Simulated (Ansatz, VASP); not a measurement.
# TlBr: VASP beside Ansatz

```
Tl Br
1.0
     3.94619    0.00000    0.00000
     0.00000    3.94619    0.00000
     0.00000    0.00000    3.94619
Tl Br
1 1
Cartesian
  0.0000 0.0000 0.0000
  1.9731 1.9731 1.9731
```

Alike in both runs: task single point; functional PBE-based screened hybrid with a share of 1.0 of exact exchange and HFSCREEN = 0.2078; k mesh 4 × 4 × 4; no spin polarisation.

|  | VASP | Ansatz |
| --- | --- | --- |
| version | VASP 6.6.1 | Ansatz 0.2.0 |
| potentials or method | VASP PAW PBE potentials, release 64 (Tl_d, Br) | plane waves |
| plane-wave cutoff (eV) | 400 | 420 |
| occupations | gaussian, width 0.01 eV | fixed |
| valence electrons in the cell | 20 | 20 |

```csv
,VASP,Ansatz,Ansatz less VASP
gap on the k mesh at the Fermi level (eV),4.73,4.75,+0.022
pressure (GPa),0.7,0.8,+0.16
```

VASP's potentials were made for PBE, not for PBE-based screened hybrid. Ansatz's warnings: stress exchange threshold loose, stress scf threshold loose.

Neither program's run includes spin-orbit coupling.
